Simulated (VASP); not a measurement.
# CsTlH4 (P4/mmm) in VASP: a series of runs

Runs on CsTlH4. Level: PBE. Tasks: single point, relaxation of cell and atoms.

Everything below comes from runs of VASP 6.6.1. Logs are shortened: lines on timing, memory, paths and dates and some standing lists are left out, and cuts for length are marked.

**1. The cell of the first run**

The structure is tetragonal, space group P4/mmm (No. 123). The conventional cell has a = 4.341 Å, b = 4.341 Å, c = 5.521 Å, α = 90.00°, β = 90.00°, γ = 90.00°. Cs (site symmetry 4/mmm) has 16 H at 3.10 to 3.51 Å and 8 Tl at 4.13 Å and 4 Cs at 4.34 Å within 4.4 Å. Within 2.9 Å of Tl (site symmetry 4/mmm) lie 6 H at 2.17 to 2.32 Å. Within 1.2 Å of H (site symmetry 4mm) lie 1 H at 0.88 Å. Within 2.9 Å of H (site symmetry mmm) lie 2 Tl at 2.17 Å.

**2. Single point, PBE**

Input file INCAR:

```
SYSTEM = CsTlH4
PREC = Accurate ; ENCUT = 520
EDIFF = 1E-6 ; ISMEAR = 0
SIGMA = 0.1 ; LREAL = .FALSE.
LASPH = .TRUE. ; NELM = 60
ALGO = Normal ; ISIF = 2
LWAVE = .FALSE. ; LCHARG = .FALSE.
GGA = PE ; NBANDS = 22
```

Input file KPOINTS:

```
regular mesh
0
G
  4 4 4
  0 0 0
```

Input file POSCAR:

```
CsTlH4
1.0
    4.3405998534      0.0000000000      0.0000000000
    0.0000000000      4.3405998534      0.0000000000
    0.0000000000      0.0000000000      5.5211448862
Cs Tl H
1 1 4
Direct
    0.5000000000      0.5000000000      0.5000000000
    0.0000000000      0.0000000000      0.0000000000
    0.0000000000      0.0000000000      0.5795615879
    0.5000000000      0.0000000000      0.0000000000
    0.0000000000      0.5000000000      0.0000000000
    0.0000000000      0.0000000000      0.4204384121
```

Potentials or basis: VASP PAW PBE potentials, release 64 (Cs_sv, Tl_d, H).

Run with:

```console
$ cat potpaw_PBE.64/Cs_sv/POTCAR potpaw_PBE.64/Tl_d/POTCAR potpaw_PBE.64/H/POTCAR > POTCAR
$ mpirun -np 1 vasp_std > vasp.out
```

OUTCAR:

```text
SYSTEM = CsTlH4
   PREC = Accurate
   ENCUT = 520
   EDIFF = 1E-6
   ISMEAR = 0
   LREAL = .FALSE.
   LASPH = .TRUE.
   NELM = 60
   ISIF = 2
   GGA = PE

 ion  position               nearest neighbor table
   1  0.500  0.500  0.500-
   2  0.000  0.000  0.000-   4 2.17   5 2.17   5 2.17   4 2.17   3 2.32   6 2.32
   3  0.000  0.000  0.580-   6 0.88   2 2.32
   4  0.500  0.000  0.000-   2 2.17   2 2.17
   5  0.000  0.500  0.000-   2 2.17   2 2.17
   6  0.000  0.000  0.420-   3 0.88   2 2.32

  LATTYP: Found a simple tetragonal cell.
 ALAT       =     4.3405998534
 C/A-ratio  =     1.2719773931

  Lattice vectors:

 A1 = (   4.3405998534,   0.0000000000,   0.0000000000)
 A2 = (   0.0000000000,   4.3405998534,   0.0000000000)
 A3 = (   0.0000000000,   0.0000000000,   5.5211448862)

Analysis of symmetry for initial positions (statically):
=====================================================================
 Subroutine PRICEL returns:
 Original cell was already a primitive cell.

 Routine SETGRP: Setting up the symmetry group for a
 simple tetragonal supercell.

 Subroutine GETGRP returns: Found 16 space group operations
 (whereof 16 operations were pure point group operations)
 out of a pool of 16 trial point group operations.

The static configuration has the point symmetry D_4h.

Analysis of symmetry for dynamics (positions and initial velocities):
=====================================================================
 Subroutine PRICEL returns:
 Original cell was already a primitive cell.

 Routine SETGRP: Setting up the symmetry group for a
 simple tetragonal supercell.

 Subroutine GETGRP returns: Found 16 space group operations
 (whereof 16 operations were pure point group operations)
 out of a pool of 16 trial point group operations.

The dynamic configuration has the point symmetry D_4h.

 Subroutine INISYM returns: Found 16 space group operations
 (whereof 16 operations are pure point group operations),
 and found     1 'primitive' translations

----------------------------------------------------------------------------------------

                                     Primitive cell

  volume of cell :     104.0228

  direct lattice vectors                    reciprocal lattice vectors
     4.340599853  0.000000000  0.000000000     0.230382904  0.000000000  0.000000000
[... 87 lines left out ...]
   EDIFF  = 0.1E-05   stopping-criterion for ELM
   LREAL  =      F    real-space projection
   EDIFFG = 0.1E-04   stopping-criterion for IOM
   NSW    =      0    number of steps for IOM
   IBRION =     -1    ionic relax: 0-MD 1-quasi-New 2-CG
   NFREE  =      0    steps in history (QN), initial steepest desc. (CG)
   ISIF   =      2    stress and relaxation
   ISYM   =      2    0-nonsym 1-usesym 2-fastsym
   POTIM  = 0.5000    time-step for ionic-motion
   TEBEG  =    0.0;   TEEND  =   0.0 temperature during run
   PSTRESS=    0.0 pullay stress
   NELECT =      26.0000    total number of electrons
   NUPDOWN=      -1.0000    fix difference up-down
   EMIN   =  10.00;   EMAX   =-10.00  energy-range for DOS
   EFERMI =   0.00;   METHOD = LEGACY
   ISMEAR =     0;   SIGMA  =   0.10  broadening in eV -4-tet -1-fermi 0-gaus
   EFERMI_NEDOS =   21; number of points for ismear=-14 and -15
   IALGO  =     38    algorithm
   IMIX   =      4    mixing-type and parameters
     AMIX     =   0.40;   BMIX     =  1.00
     AMIX_MAG =   1.60;   BMIX_MAG =  1.00
  volume/ion in A,a.u.               =      17.34       117.00
  Fermi-wavevector in a.u.,A,eV,Ry     =   1.031232  1.948746 14.468973  1.063440
  Thomas-Fermi vector in A             =   2.165370
   LORBIT       =      0    0 simple, 1 ext, 2 COOP (PROOUT), +10 PAW based schemes
   GGA     = PE    functional components
   LHFCALC =     F    Hartree Fock is set to
   AEXX    =    0.0000 exact exchange contribution
   IVDW    =     0    specifies the selected vdW correction
   LEPSILON=     F    determine dielectric tensor
   LRPA    =     F    only Hartree local field effects (RPA)
 non-spin polarized calculation
 Gauss-broadening in eV      SIGMA  =   0.10
  energy-cutoff  :      520.00
  volume of cell :      104.02
 maximum number of plane-waves:      2864
   NGX = 17   NGY = 17   NGZ = 21

 number of electron      25.9999995 magnetization

 Free energy of the ion-electron system (eV)
  ---------------------------------------------------
  ext. energy  EPLUGINS =         0.00000000
  ---------------------------------------------------
  free energy    TOTEN  =       -15.76526298 eV

  energy without entropy =      -15.76111561  energy(sigma->0) =      -15.76318930

 E-fermi :   3.1865     XC(G=0):  -8.3654

 val. band max:        3.1815086338   @ k =   0.5000   0.0000   0.2500
 cond. band min:       3.7965616565   @ k =   0.5000   0.0000   0.5000
 fundamental gap:      0.6150530227
 Fermi energy:         3.1864727912

 k-point     1 :       0.0000    0.0000    0.0000
  band No.  band energies     occupation
      1     -20.0599      2.00000
      2      -8.7359      2.00000
      3      -8.7141      2.00000
      4      -8.4033      2.00000
      5      -8.4033      2.00000
      6      -8.3256      2.00000
[... 439 lines left out ...]
     21       8.4753      0.00000
     22       9.5735      0.00000

------------------------ aborting loop because EDIFF is reached ----------------------------------------

  FORCE on cell =-STRESS in cart. coord.  units (eV):
  Direction    XX          YY          ZZ          XY          YZ          ZX
  --------------------------------------------------------------------------------------
  -------------------------------------------------------------------------------------
  Total       -0.0673271     -0.0673271     -0.0429458      0.0000000     -0.0000000      0.0000000
  in kB       -1.0369837     -1.0369837     -0.6614585      0.0000000     -0.0000000      0.0000000
  external PRESSURE =      -0.9118087 kB  Pullay stress =       0.0000000 kB

 VOLUME and BASIS-vectors are now :
 -----------------------------------------------------------------------------
  energy-cutoff  :      520.00
  volume of cell :      104.02
      direct lattice vectors                 reciprocal lattice vectors
     4.340599853  0.000000000  0.000000000     0.230382904  0.000000000  0.000000000
     0.000000000  4.340599853  0.000000000     0.000000000  0.230382904  0.000000000
     0.000000000  0.000000000  5.521144886     0.000000000  0.000000000  0.181121854

 POSITION                                       TOTAL-FORCE (eV/Angst)
 -----------------------------------------------------------------------------------
      2.17030      2.17030      2.76057         0.000000      0.000000      0.000000
      0.00000      0.00000      0.00000         0.000000      0.000000      0.000000
      0.00000      0.00000      3.19984         0.000000      0.000000     -0.014549
      2.17030      0.00000      0.00000         0.000000      0.000000      0.000000
      0.00000      2.17030      0.00000         0.000000      0.000000      0.000000
      0.00000      0.00000      2.32130         0.000000     -0.000000      0.014549
 -----------------------------------------------------------------------------------
    total drift:                                0.000000      0.000000     -0.000000

  FREE ENERGIE OF THE ION-ELECTRON SYSTEM (eV)
  ---------------------------------------------------
  free  energy   TOTEN  =       -15.7652629839 eV

  energy  without entropy=      -15.7611156097  energy(sigma->0) =      -15.76318930
```

stdout:

```text
POSCAR found type information on POSCAR CsTlH
 POSCAR found :  3 types and       6 ions
 scaLAPACK will be used
 LDA part: xc-table for (Slater+PW92), standard interpolation
 POSCAR, INCAR and KPOINTS ok, starting setup
 FFT: planning ... GRIDC
 FFT: planning ... GRID_SOFT
 FFT: planning ... GRID
 WAVECAR not read
 entering main loop
```

It took 66 s on 1 thread of Intel Xeon 8259CL, shared host; peak memory 0.21 GiB.

Results:

- Free energy: -15.7653 eV
- Pressure: -0.1 GPa
- Largest force: 0.015 eV/Å
- Band gap on the k mesh: zero (bands 13 and 14 overlap by 2.32 eV)

Forces on the atoms (eV/Å):
```
Cs   0.000  0.000  0.000
Tl   0.000  0.000  0.000
H    0.000  0.000 -0.015
H    0.000  0.000  0.000
H    0.000  0.000  0.000
H    0.000  0.000  0.015
```

Levels at points of the mesh, in eV from the Fermi level:
| k point | band 10 | band 11 | band 12 | band 13 | band 14 | band 15 | band 16 | band 17 |
| --- | --- | --- | --- | --- | --- | --- | --- | --- |
| (0.00, 0.00, 0.00) | -9.42 | -6.46 | -1.30 | -0.90 | 2.24 | 2.24 | 2.28 | 2.67 |
| (0.50, 0.00, 0.00) | -7.96 | -5.70 | -4.83 | -1.31 | 1.16 | 1.69 | 1.82 | 3.80 |
| (0.50, 0.50, 0.00) | -8.56 | -4.47 | -4.30 | -4.30 | -0.37 | 2.01 | 2.60 | 2.60 |
| (0.00, 0.00, 0.50) | -8.44 | -7.81 | -1.13 | 1.33 | 1.51 | 1.71 | 1.71 | 1.88 |
| (0.50, 0.00, 0.50) | -7.49 | -7.42 | -4.41 | 0.61 | 1.05 | 2.96 | 3.03 | 3.17 |
| (0.50, 0.50, 0.50) | -8.42 | -5.99 | -4.58 | -4.58 | 3.79 | 3.93 | 4.36 | 4.36 |

Caveat: the k points lie up to 0.36 Å⁻¹ apart, too coarse for converged energies and pressures of a metal; spin-orbit coupling is left out, which moves the levels of the heavy elements.

**3. Single point, PBE**

This run uses another cell than the first one, of 27.52 Å³/atom.

Input file INCAR:

```
SYSTEM = CsTlH4
  PREC = Accurate
  ENCUT = 520
  EDIFF = 1E-6
  ISMEAR = 0
  SIGMA = 0.1
  LREAL = .False.
  LASPH = .True.
  NELM = 80
  ALGO = Normal
  ISIF = 2
  LWAVE = .False.
  LCHARG = .True.
  GGA = PE
  LELF = .True.
  LVHAR = .True.
  NBANDS = 22
```

Input file KPOINTS:

```
Automatic mesh
0
Gamma
  4 4 4
  0 0 0
```

Input file POSCAR:

```
CsTlH4
1.0
    4.8357459300      0.0000000000      0.0000000000
    0.0000000000      4.8357459300      0.0000000000
    0.0000000000      0.0000000000      7.0600023200
Cs Tl H
1 1 4
Direct
    0.5000000000      0.5000000000      0.5000000000
    0.0000000000      0.0000000000      0.0000000000
    0.0000000000      0.0000000000      0.6540658500
    0.5000000000      0.0000000000      0.0000000000
    0.0000000000      0.5000000000      0.0000000000
    0.0000000000      0.0000000000      0.3459341500
```

Potentials or basis: VASP PAW PBE potentials, release 64 (Cs_sv, Tl_d, H).

Run with:

```console
$ cat potpaw_PBE.64/Cs_sv/POTCAR potpaw_PBE.64/Tl_d/POTCAR potpaw_PBE.64/H/POTCAR > POTCAR
$ mpirun -np 1 vasp_std > vasp.out
```

Wall time 95 s (1 thread of Intel Xeon 8259CL, shared host); peak memory 0.29 GiB.

It converged, with:

```
Free energy            : -13.5505 eV
Pressure               : -5.1 GPa
Largest force          : 0.295 eV/Å
Band gap on the k mesh : zero (bands 13 and 14 overlap by 1.31 eV)
```

Forces on the atoms (eV/Å):
```
Cs   0.000  0.000  0.000
Tl   0.000  0.000  0.000
H    0.000  0.000  0.295
H    0.000  0.000  0.000
H    0.000  0.000  0.000
H    0.000  0.000 -0.295
```

Stress tensor (GPa, compression positive):
```
-4.42  0.00  0.00
 0.00 -4.42  0.00
 0.00  0.00 -6.32
```

Levels at points of the mesh, in eV from the Fermi level:
```tsv
k point	band 10	band 11	band 12	band 13	band 14	band 15	band 16	band 17
(0.00, 0.00, 0.00)	-6.04	-1.80	-1.17	-0.02	1.97	3.43	3.43	4.11
(0.50, 0.00, 0.00)	-5.40	-2.29	-1.30	-1.16	1.34	3.24	3.65	4.86
(0.50, 0.50, 0.00)	-4.80	-2.08	-2.08	-1.21	-0.92	3.83	4.09	4.09
(0.00, 0.00, 0.50)	-5.90	-2.89	0.00	0.39	2.62	3.30	3.30	3.40
(0.50, 0.00, 0.50)	-5.36	-2.44	-2.22	0.36	1.74	2.82	3.92	4.56
(0.50, 0.50, 0.50)	-4.63	-2.64	-2.12	-2.12	1.25	4.82	4.82	4.84
```

Caveat: the cell stands under tension; spin-orbit coupling is left out, which moves the levels of the heavy elements.

**4. Relaxation of cell and atoms, PBE**

This run uses another cell than the first one, of 27.52 Å³/atom.

Input file INCAR:

```
  ALGO = Normal
  EDIFF = 1E-6
  EDIFFG = -0.04
  ENCUT = 600
  GGA = PE
  IBRION = 2
  ISIF = 3
  ISMEAR = 0
  LASPH = T
  LCHARG = F
  LREAL = F
  LWAVE = F
  NELM = 100
  NSW = 90
  PREC = Accurate
  SIGMA = 0.1
```

Input file KPOINTS:

```
k-points
0
Gamma
  4 4 4
```

POSCAR is that of step 3.

Run with:

```console
$ cat potpaw_PBE.64/Cs_sv/POTCAR potpaw_PBE.64/Tl_d/POTCAR potpaw_PBE.64/H/POTCAR > POTCAR
$ mpirun -np 1 vasp_std > vasp.out
```

Wall time 22 min (1 thread of Intel Xeon 8259CL, shared host); peak memory 0.35 GiB.

Results (log left out):

| Property | Result |
| --- | --- |
| Free energy | -15.7687 eV |
| Relaxed volume | 17.20 Å³/atom |
| Relaxed cell | a = 4.324 Å, b = 4.324 Å, c = 5.521 Å, α = 90.00°, β = 90.00°, γ = 90.00° |
| Space group after relaxing (to 0.1 Å) | P4/mmm (No. 123) |
| Energy gained by relaxing | 369.6 meV/atom |
| Ionic steps | 25 |
| Pressure after relaxing | 0.2 GPa |
| Largest force after relaxing | 0.030 eV/Å |
| Band gap on the k mesh | zero (bands 13 and 14 overlap by 2.33 eV) |

Forces on the atoms (eV/Å):
```
Cs   0.000  0.000  0.000
Tl   0.000  0.000  0.000
H    0.000  0.000 -0.030
H    0.000  0.000  0.000
H    0.000  0.000  0.000
H    0.000  0.000  0.030
```

Stress tensor (GPa, compression positive):
```
0.18 0.00 0.00
0.00 0.18 0.00
0.00 0.00 0.10
```

Step by step:
```csv
step,energy change (eV),largest force (eV/Å),pressure (GPa),volume (Å³)
1,0.0000,0.2950,-5.02,165.09
2,-0.6548,0.3437,-4.99,145.33
3,-1.6930,0.3619,2.02,95.48
4,-1.7058,0.0235,-0.98,104.41
5,-1.7218,0.1392,0.05,100.84
6,-1.7216,0.1789,0.40,99.76
7,-1.7417,0.2334,0.42,99.63
8,-1.7777,0.4189,0.71,99.09
9,-1.7990,0.3989,0.31,99.96
10,-1.8657,0.5212,-0.65,102.58
11,-2.0286,0.8103,-1.40,107.83
12,-0.1875,18.1445,5.67,118.36
13,-2.0273,0.8153,-1.42,108.19
14,-2.1097,0.5566,-0.19,113.28
15,-2.1037,0.7162,-1.16,110.43
16,-2.1328,0.3344,-0.76,111.85
17,-2.1338,0.1898,-0.65,112.17
18,-1.9699,3.0320,1.29,110.25
19,-2.1381,0.0162,-0.51,111.97
20,-2.1389,0.0642,-0.44,111.89
21,-2.1392,0.1361,-0.39,111.82
22,-2.1788,0.0373,-0.44,109.24
23,-2.2155,0.2156,-0.11,103.81
24,-2.1906,0.7883,1.09,101.35
25,-2.2177,0.0305,0.16,103.22
```

Final structure:
```xyz
6
Lattice="4.3237 0.0000 0.0000 0.0000 4.3237 0.0000 0.0000 0.0000 5.5213" Properties=species:S:1:pos:R:3 pbc="T T T"
Cs    2.1618    2.1618    2.7607
Tl    0.0000    0.0000    0.0000
H     0.0000    0.0000    3.2006
H     2.1618    0.0000    0.0000
H     0.0000    2.1618    0.0000
H     0.0000    0.0000    2.3207
```

Levels at points of the mesh, in eV from the Fermi level:
```
           k point  band 11  band 12  band 13  band 14  band 15  band 16
(0.00, 0.00, 0.00)    -6.47    -1.27    -0.90     2.27     2.27     2.37
(0.50, 0.00, 0.00)    -5.71    -4.86    -1.32     1.23     1.69     1.85
(0.50, 0.50, 0.00)    -4.46    -4.32    -4.32    -0.37     2.02     2.60
(0.00, 0.00, 0.50)    -7.82    -1.10     1.33     1.56     1.73     1.73
(0.50, 0.00, 0.50)    -7.44    -4.44     0.67     1.06     2.96     3.07
(0.50, 0.50, 0.50)    -5.98    -4.60    -4.60     3.82     3.95     4.42
```

Caveat: the volume moved by over 15 % at a fixed basis, so the end points are rough; spin-orbit coupling is left out, which moves the levels of the heavy elements.

**5. Summary**

```tsv
task	cell	cutoff (eV)	gap on the mesh (eV)	pressure (GPa)	largest force (eV/Å)
single point	a = 4.341, b = 4.341, c = 5.521 Å, 6 atoms, atomic positions A	520	none	-0.1	0.01
single point	a = 4.836, b = 4.836, c = 7.060 Å, 6 atoms, atomic positions B	520	none	-5.1	0.29
relaxation of cell and atoms	relaxed from a = 4.836, b = 4.836, c = 7.060 Å, 6 atoms, atomic positions B	600	none	0.2	0.03
```

Alike in all rows: level PBE; potentials or basis VASP PAW PBE potentials, release 64 (Cs_sv, Tl_d, H); no spin polarisation; k mesh 4 × 4 × 4; smearing gaussian 0.1 eV.

Caveats: some runs use coarse meshes; spin-orbit coupling is left out, which moves the levels of the heavy elements; the cell stands under tension (at least some runs); the volume moved by over 15 % at a fixed basis, so the end points are rough (at least some runs).

Total energies depend on the potentials used, so only differences within one code and one set of settings carry meaning.
